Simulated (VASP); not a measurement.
# Si3Ge: single point with PBE

Crystal: Si3Ge.

```
Si Ge
1.0
     3.87666    0.00000    0.00000
     0.00000    3.87666    0.00000
     0.00000    0.00000    5.46559
Si Ge
3 1
Direct
  0.50000 0.00000 0.75590
  0.50000 0.50000 0.00000
  0.00000 0.50000 0.24410
  0.00000 0.00000 0.50000
```

This cell differs from its parent crystal: volume changed by -3%.

* Program: VASP 6.6.1
* Task: single point
* Functional: PBE
* Potentials or basis: VASP PAW PBE potentials, release 64 (Si, Ge_d)
* Cutoff: 520 eV
* k mesh: 6 × 6 × 4
* Occupations: gaussian, width 0.01 eV
* Spin: no spin polarisation
* Dipole correction: no
* Further INCAR settings: ALGO = Normal; EDIFF = 1e-06; NBANDS = 21

```json
{"Pressure": "2.6 GPa", "Largest force": "0.006 eV/Å", "Band gap on the k mesh": "0.34 eV, indirect (least direct gap 0.62 eV)"}
```

Forces on the atoms (eV/Å):
```
Si   0.000  0.000 -0.006
Si   0.000  0.000  0.000
Si   0.000  0.000  0.006
Ge   0.000  0.000  0.000
```

Levels at points of the mesh, in eV from the valence-band top:
| k point | band 11 | band 12 | band 13 | band 14 | band 15 | band 16 |
| --- | --- | --- | --- | --- | --- | --- |
| (0.00, 0.00, 0.00) | -0.04 | 0.00 | 0.00 | 0.62 | 0.79 | 2.55 |
| (0.50, 0.00, 0.00) | -3.76 | -1.56 | -1.26 | 2.15 | 2.56 | 4.65 |
| (0.50, 0.50, 0.00) | -2.92 | -2.92 | -2.86 | 0.34 | 0.81 | 0.81 |
| (0.00, 0.00, 0.50) | -2.10 | -1.82 | -1.82 | 0.89 | 1.23 | 3.09 |
| (0.50, 0.00, 0.50) | -1.27 | -1.23 | -1.10 | 1.00 | 1.44 | 3.22 |
| (0.50, 0.50, 0.50) | -3.91 | -3.91 | -3.84 | 4.20 | 4.39 | 4.39 |

It took 21 s on 1 thread of Intel(R) Xeon(R) Platinum 8559C (Emerald Rapids), with other jobs on the host, peak memory 0.2 GiB.

 A k mesh can miss the band edges.
